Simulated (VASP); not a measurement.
CuI (Marshite), 2 atoms in the cell. It takes space group F-43m (No. 216, cubic). The conventional cell has a = 6.079 Å, b = 6.079 Å, c = 6.079 Å, α = 90.00°, β = 90.00°, γ = 90.00°. Within 3.5 Å of Cu (site symmetry -43m) lie 4 I at 2.63 Å. Within 3.5 Å of I (site symmetry -43m) lie 4 Cu at 2.63 Å. 

| Quantity | Value |
| --- | --- |
| Program | VASP 6.6.1 |
| Task | relaxation of cell and atoms |
| Functional | r2SCAN |
| Potentials or basis | VASP PAW PBE potentials, release 64 (Cu, I) |
| Cutoff | 600 eV |
| k mesh | 6 × 6 × 6 |
| Occupations | fermi-dirac, width 0.02 eV |
| Spin | no spin polarisation |
| Dipole correction | no |
| Further INCAR settings | ALGO = Normal; EDIFF = 1e-06; IBRION = 2; EDIFFG = -0.005; NSW = 80; ISIF = 3 |

Potentials or basis: VASP PAW PBE potentials, release 64 (Cu, I).

Command:

```console
$ cat potpaw_PBE.64/Cu/POTCAR potpaw_PBE.64/I/POTCAR > POTCAR
$ cp INCAR.step1 INCAR
$ mpirun -np 1 vasp_std > vasp.out
$ cp INCAR.step2 INCAR
$ mpirun -np 1 vasp_std > vasp.out
```

Hardware: 1 thread of Intel(R) Xeon(R) Platinum 8259CL CPU @ 2.50GHz (Skylake/Cascade Lake), on a shared host.

Problem. How long does it take, and how much memory?

Solution. Wall time 2.2 min on 1 thread of Intel(R) Xeon(R) Platinum 8259CL CPU @ 2.50GHz (Skylake/Cascade Lake), with other jobs on the host, peak memory 0.23 GiB. Counts: k points 16, ion steps 2.
